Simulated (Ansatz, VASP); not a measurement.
# Lu in VASP and in Ansatz

Contents of INCAR:

```
SYSTEM = Lu
ALGO     = Normal         ! electronic algorithm
EDIFF    = 1E-6           ! SCF threshold, eV
ENCUT    = 520            ! plane-wave cutoff, eV
GGA      = CA             ! functional
ISIF     = 2              ! what is computed and relaxed
ISMEAR   = -1             ! smearing method
LASPH    = .TRUE.         ! aspherical terms in the spheres
LCHARG   = .TRUE.         ! write CHGCAR
LELF     = .TRUE.         ! ELF
LREAL    = .FALSE.        ! projectors in reciprocal space
LVHAR    = .TRUE.       
LWAVE    = .FALSE.        ! write WAVECAR
NBANDS   = 18             ! bands
NELM     = 100            ! most SCF steps
PREC     = Accurate       ! precision mode
SIGMA    = 0.08           ! smearing width, eV
```

Contents of KPOINTS:

```
k-points
0
G
  14 14 14
  0 0 0
```

File POSCAR:

```
Lu
1.0
    2.7073871048      0.0000000000      0.0000000000
    0.0000000000      2.7073871048      0.0000000000
    0.0000000000      0.0000000000      2.7073871048
Lu
1
Direct
    0.0000000000      0.0000000000      0.0000000000
```

Input for Ansatz:

```yaml
crystal:
  lattice:
    - [2.7073871048, 0.0, 0.0]
    - [0.0, 2.7073871048, 0.0]
    - [0.0, 0.0, 2.7073871048]
  atoms:
    - { symbol: Lu, position: [0.0, 0.0, 0.0] }
kpoints:
  mp_grid: { grid: [14, 14, 14] }
scf:
  occupations: { method: fermi_dirac, width: 0.08 }
hamiltonian:
  xc: lda
  pseudopotentials: { kind: all_electron, lapw: { basis_error: 0.001 } }
output:
  forces: true
  stress: true
  eigenvalues: true
  populations: true
```

Change from the starting cell: volume scaled by 0.7, LAPW.

Alike in both runs: task single point; functional LDA; k mesh 14 × 14 × 14; occupations fermi-dirac, width 0.08 eV; no spin polarisation.

|  | VASP | Ansatz |
| --- | --- | --- |
| version | VASP 6.6.1 | Ansatz 0.2.0 |
| potentials or method | VASP PAW PBE potentials, release 64 (Lu), cutoff 520 eV | all-electron LAPW, scalar-relativistic |

|  | VASP | Ansatz | Ansatz less VASP |
| --- | --- | --- | --- |
| pressure (GPa) | 24.1 | 23.4 | -0.62 |

VASP's potentials were made for PBE, not for LDA. LDA's correlation is that of Perdew and Zunger in VASP and of Perdew and Wang (1992) in Ansatz. Ansatz ran all-electron here, and VASP with PAW potentials.

Neither program's run includes spin-orbit coupling.
